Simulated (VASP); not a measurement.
# Ge (Fm-3m) in VASP: a series of runs, part 2 of 2

VASP 6.6.1. Earlier steps stand in the parts before.

### 5 Single point, LDA (volume scaled by 0.96)

File INCAR:

```
PREC = Accurate ; ENCUT = 520
EDIFF = 1E-6 ; ISMEAR = -1
SIGMA = 0.1 ; LREAL = F
LASPH = T ; NELM = 80
ALGO = Normal ; ISIF = 2
LWAVE = F ; LCHARG = F
GGA = CA ; NBANDS = 13
```

File KPOINTS:

```
regular mesh
0
Gamma
  15 15 15
```

File POSCAR:

```
Ge
1.0
    0.0000000000      2.0562047957      2.0562047957
    2.0562047957      0.0000000000      2.0562047957
    2.0562047957      2.0562047957      0.0000000000
Ge
1
Direct
    0.0000000000      0.0000000000      0.0000000000
```

Potentials or basis: VASP PAW LDA potentials, release 64 (Ge_d).

Run with:

```bash
cat potpaw_LDA.64/Ge_d/POTCAR > POTCAR
mpirun -np 1 vasp_std > vasp.out
```

OUTCAR:

```text
PREC = Accurate
   ENCUT = 520
   EDIFF = 1E-6
   ISMEAR = -1
   LREAL = F
   LASPH = T
   NELM = 80
   ISIF = 2
   GGA = CA

 ion  position               nearest neighbor table
   1  0.000  0.000  0.000-

  LATTYP: Found a face centered cubic cell.
 ALAT       =     4.1124095914

  Lattice vectors:

 A1 = (   0.0000000000,   2.0562047957,   2.0562047957)
 A2 = (   2.0562047957,   0.0000000000,   2.0562047957)
 A3 = (   2.0562047957,   2.0562047957,   0.0000000000)

Analysis of symmetry for initial positions (statically):
=====================================================================
 Subroutine PRICEL returns:
 Original cell was already a primitive cell.

 Routine SETGRP: Setting up the symmetry group for a
 face centered cubic supercell.

 Subroutine GETGRP returns: Found 48 space group operations
 (whereof 48 operations were pure point group operations)
 out of a pool of 48 trial point group operations.

The static configuration has the point symmetry O_h .

Analysis of symmetry for dynamics (positions and initial velocities):
=====================================================================
 Subroutine PRICEL returns:
 Original cell was already a primitive cell.

 Routine SETGRP: Setting up the symmetry group for a
 face centered cubic supercell.

 Subroutine GETGRP returns: Found 48 space group operations
 (whereof 48 operations were pure point group operations)
 out of a pool of 48 trial point group operations.

The dynamic configuration has the point symmetry O_h .

 Subroutine INISYM returns: Found 48 space group operations
 (whereof 48 operations are pure point group operations),
 and found     1 'primitive' translations

----------------------------------------------------------------------------------------

                                     Primitive cell

  volume of cell :      17.3872

  direct lattice vectors                    reciprocal lattice vectors
     0.000000000  2.056204796  2.056204796    -0.243166440  0.243166440  0.243166440
[... 111 lines left out ...]
   AEXX    =    0.0000 exact exchange contribution
   IVDW    =     0    specifies the selected vdW correction
   LEPSILON=     F    determine dielectric tensor
   LRPA    =     F    only Hartree local field effects (RPA)
 non-spin polarized calculation
  energy-cutoff  :      520.00
  volume of cell :       17.39
 maximum number of plane-waves:       489
 NGX is ok and might be reduce to    24
   NGX = 11   NGY = 11   NGZ = 11

 number of electron      14.0000004 magnetization

 Free energy of the ion-electron system (eV)
  ---------------------------------------------------
  ext. energy  EPLUGINS =         0.00000000
  ---------------------------------------------------
  free energy    TOTEN  =        -4.87758658 eV

  energy without entropy =       -4.86197908  energy(sigma->0) =       -4.86978283

 E-fermi :   7.5553     XC(G=0): -11.9956

 val. band max:        7.4497028848   @ k =  -0.2000   0.2667   0.0667
 cond. band min:       7.5646211098   @ k =   0.4667   0.3333   0.1333
 fundamental gap:      0.1149182250
 Fermi energy:         7.5553039186

 k-point     1 :       0.0000    0.0000    0.0000
  band No.  band energies     occupation
      1     -17.3971      2.00000
      2     -17.3971      2.00000
      3     -17.3971      2.00000
      4     -17.3326      2.00000
      5     -17.3326      2.00000
      6      -6.4499      2.00000
      7      17.1137      0.00000
      8      17.1137      0.00000
      9      17.1137      0.00000
     10      22.1408      0.00000
     11      22.1408      0.00000
     12      22.1408      0.00000
     13      23.0162      0.00000
[... 354 lines left out ...]
  band No.  band energies     occupation
      1     -17.4137      2.00000
      2     -17.3665      2.00000
      3     -17.3649      2.00000
      4     -17.3494      2.00000
      5     -17.3175      2.00000
      6      -5.3865      2.00000
      7      12.7060      0.00000
      8      14.1789      0.00000
      9      15.1075      0.00000
     10      18.6157      0.00000
     11      20.8648      0.00000
     12      25.6898      0.00000
     13      26.3441      0.00000

 [... further k-points ...]

------------------------ aborting loop because EDIFF is reached ----------------------------------------

  FORCE on cell =-STRESS in cart. coord.  units (eV):
  Direction    XX          YY          ZZ          XY          YZ          ZX
  --------------------------------------------------------------------------------------
  -------------------------------------------------------------------------------------
  Total        0.4384551      0.4384551      0.4384551     -0.0000000      0.0000000      0.0000000
  in kB       40.4023450     40.4023450     40.4023450     -0.0000000      0.0000000      0.0000000
  external PRESSURE =      40.4023450 kB  Pullay stress =       0.0000000 kB

 VOLUME and BASIS-vectors are now :
 -----------------------------------------------------------------------------
  energy-cutoff  :      520.00
  volume of cell :       17.39
      direct lattice vectors                 reciprocal lattice vectors
     0.000000000  2.056204796  2.056204796    -0.243166440  0.243166440  0.243166440
     2.056204796  0.000000000  2.056204796     0.243166440 -0.243166440  0.243166440
     2.056204796  2.056204796  0.000000000     0.243166440  0.243166440 -0.243166440

 POSITION                                       TOTAL-FORCE (eV/Angst)
 -----------------------------------------------------------------------------------
      0.00000      0.00000      0.00000         0.000000      0.000000      0.000000
 -----------------------------------------------------------------------------------
    total drift:                               -0.000000      0.000000      0.000000

  FREE ENERGIE OF THE ION-ELECTRON SYSTEM (eV)
  ---------------------------------------------------
  free  energy   TOTEN  =        -4.8775865778 eV

  energy  without entropy=       -4.8619790838  energy(sigma->0) =       -4.86978283
```

OSZICAR:

```text
N       E                     dE             d eps       ncg     rms          rms(c)
DAV:   1     0.611540179842E+02    0.61154E+02   -0.70723E+03  3482   0.301E+03
DAV:   2     0.260912826827E+00   -0.60893E+02   -0.57866E+02  3305   0.418E+02
DAV:   3    -0.483364305112E+01   -0.50946E+01   -0.50697E+01  3655   0.684E+01
DAV:   4    -0.489632432919E+01   -0.62681E-01   -0.62675E-01  3590   0.822E+00
DAV:   5    -0.489686376985E+01   -0.53944E-03   -0.53944E-03  3725   0.830E-01    0.133E+00
DAV:   6    -0.488356518712E+01    0.13299E-01   -0.72223E-03  3975   0.177E+00    0.725E-01
DAV:   7    -0.487779464961E+01    0.57705E-02   -0.48705E-03  3890   0.102E+00    0.650E-02
DAV:   8    -0.487758602962E+01    0.20862E-03   -0.35381E-04  3805   0.451E-01    0.240E-02
DAV:   9    -0.487758657784E+01   -0.54822E-06   -0.42205E-06  3530   0.178E-02
   1 F= -.48775866E+01 E0= -.48697828E+01  d E =-.156075E-01
```

Run time: 7.5 s. Hardware: 1 thread of Intel Xeon 6975P-C, shared host; peak memory 0.14 GiB.

What came out:

```yaml
Free_energy: -4.8776 eV
Pressure: 4.0 GPa
Band_gap_on_the_k_mesh: zero (band 7 reaches 17.11 eV, above the bottom of band 8 at 4.93 eV)
```

### 6 Summary

| cell | k mesh | gap on the mesh (eV) | pressure (GPa) |
| --- | --- | --- | --- |
| a = 2.948 Å, angles 60.0°, 1 atom | 13 × 13 × 13 | none | 0.2 |
| a = 2.825 Å, angles 60.0°, 1 atom | 15 × 15 × 15 | none | 13.6 |
| a = 2.867 Å, angles 60.0°, 1 atom | 15 × 15 × 15 | none | 8.1 |
| a = 2.908 Å, angles 60.0°, 1 atom | 15 × 15 × 15 | none | 4.0 |

Alike in all rows: task single point; level LDA; potentials or basis VASP PAW LDA potentials, release 64 (Ge_d); no spin polarisation; cutoff (eV) 520; smearing fermi-dirac 0.1 eV.

Total energies depend on the potentials used, so only differences within one code and one set of settings carry meaning.
